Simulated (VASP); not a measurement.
Wanted: the native input for a VASP 6.6.1 run.

| Quantity | Value |
| --- | --- |
| Task | single point |
| Functional | PBE |
| Potentials or basis | VASP PAW PBE potentials, release 64 (K_sv, S) |
| Cutoff | 500 eV |
| k mesh | 4 × 4 × 4 |
| Occupations | gaussian, width 0.01 eV |
| Spin | no spin polarisation |
| Dipole correction | no |
| Further INCAR settings | ALGO = Normal; EDIFF = 1e-06; NBANDS = 19 |

The structure of K2S lies in POSCAR:

```
K2S
1.0
    0.0000000000      3.6955000000      3.6955000000
    3.6955000000      0.0000000000      3.6955000000
    3.6955000000      3.6955000000      0.0000000000
K S
2 1
Direct
    0.2500000000      0.2500000000      0.2500000000
    0.7500000000      0.7500000000      0.7500000000
    0.0000000000      0.0000000000      0.0000000000
```

The input as run:

INCAR

```
ALGO = Normal
EDIFF = 1E-6
ENCUT = 500
GGA = PE
GGA_COMPAT = F
ISIF = 2
ISMEAR = 0
LASPH = T
LCHARG = F
LREAL = F
LWAVE = F
NBANDS = 19
NELM = 120
PREC = Accurate
SIGMA = 0.01
```

KPOINTS

```
k-points
0
Gamma
  4 4 4
```

Potentials or basis: VASP PAW PBE potentials, release 64 (K_sv, S).

The run is started by

```console
$ cat potpaw_PBE.64/K_sv/POTCAR potpaw_PBE.64/S/POTCAR > POTCAR
$ mpirun -np 1 vasp_std > vasp.out
```

It gave:

```
Pressure               : 0.6 GPa
Band gap on the k mesh : 2.39 eV, indirect (least direct gap 2.59 eV)
```

It took 18 s on 1 thread of Intel Xeon 6975P-C (shared host), peak memory 0.23 GiB.
